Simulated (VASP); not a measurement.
A run of VASP 6.6.1:

File INCAR:

```
  PREC = Accurate
  ENCUT = 600
  EDIFF = 1E-6
  ISMEAR = 0
  SIGMA = 0.02
  LREAL = F
  LASPH = T
  NELM = 120
  ALGO = Normal
  ISIF = 2
  LWAVE = F
  LCHARG = F
  GGA = PS
  NBANDS = 11
  GGA_COMPAT = F
```

KPOINTS

```
regular mesh
0
Gamma
  8 8 8
```

POSCAR

```
MgS
1.0
    0.0000000000      2.5908813058      2.5908813058
    2.5908813058      0.0000000000      2.5908813058
    2.5908813058      2.5908813058      0.0000000000
Mg S
1 1
Direct
    0.0000000000      0.0000000000      0.0000000000
    0.5000000000      0.5000000000      0.5000000000
```

Potentials or basis: VASP PAW PBE potentials, release 64 (Mg, S).

Command:

```console
$ cat potpaw_PBE.64/Mg/POTCAR potpaw_PBE.64/S/POTCAR > POTCAR
$ mpirun -np 1 vasp_std > vasp.out
```

Hardware: 1 thread of Intel(R) Xeon(R) Platinum 8375C CPU @ 2.90GHz (Ice Lake), on a shared host.

Question: How long does it take, and how much memory?

Answer: Run time: 12 s on 1 thread of Intel(R) Xeon(R) Platinum 8375C CPU @ 2.90GHz (Ice Lake), on a shared host, peak memory 0.17 GiB. Counts: scf iterations 11, k points 29.
